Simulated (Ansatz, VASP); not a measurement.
SnO: VASP beside Ansatz

File INCAR:

```
ALGO = Normal
EDIFF = 1E-6
ENCUT = 600
GGA = PE
GGA_COMPAT = False
ISIF = 2
ISMEAR = -1
LASPH = True
LCHARG = False
LREAL = False
LWAVE = False
NBANDS = 17
NELM = 120
PREC = Accurate
SIGMA = 0.05
```

Contents of KPOINTS:

```
k-points
0
Gamma
  6 6 6
```

File POSCAR:

```
SnO
1.0
    0.0000000000      2.5369732561      2.5369732561
    2.5369732561      0.0000000000      2.5369732561
    2.5369732561      2.5369732561      0.0000000000
Sn O
1 1
Direct
    0.0000000000      0.0000000000      0.0000000000
    0.5000000000      0.5000000000      0.5000000000
```

Input for Ansatz:

```yaml
crystal:
  lattice:
    - [0.0, 2.5369732561, 2.5369732561]
    - [2.5369732561, 0.0, 2.5369732561]
    - [2.5369732561, 2.5369732561, 0.0]
  atoms:
    - { symbol: Sn, position: [0.0, 0.0, 0.0] }
    - { symbol: O, position: [0.5, 0.5, 0.5] }
kpoints:
  mp_grid: { grid: [6, 6, 6] }
hamiltonian:
  xc: pbe
scf:
  occupations: { method: fermi_dirac, width: 0.05 }
  n_extra_bands: 4
output:
  forces: true
  stress: true
  eigenvalues: true
```

Alike in both runs: task single point; functional PBE; k mesh 6 × 6 × 6; occupations fermi-dirac, width 0.05 eV; no spin polarisation.

|  | VASP | Ansatz |
| --- | --- | --- |
| version | VASP 6.6.1 | Ansatz 0.2.0 |
| potentials or method | VASP PAW PBE potentials, release 64 (Sn_d, O) | plane waves |
| plane-wave cutoff (eV) | 600 | 420 |
| valence electrons in the cell | 20 | 20 |

|  | VASP | Ansatz | Ansatz less VASP |
| --- | --- | --- | --- |
| pressure (GPa) | 2.4 | 2.5 | +0.11 |
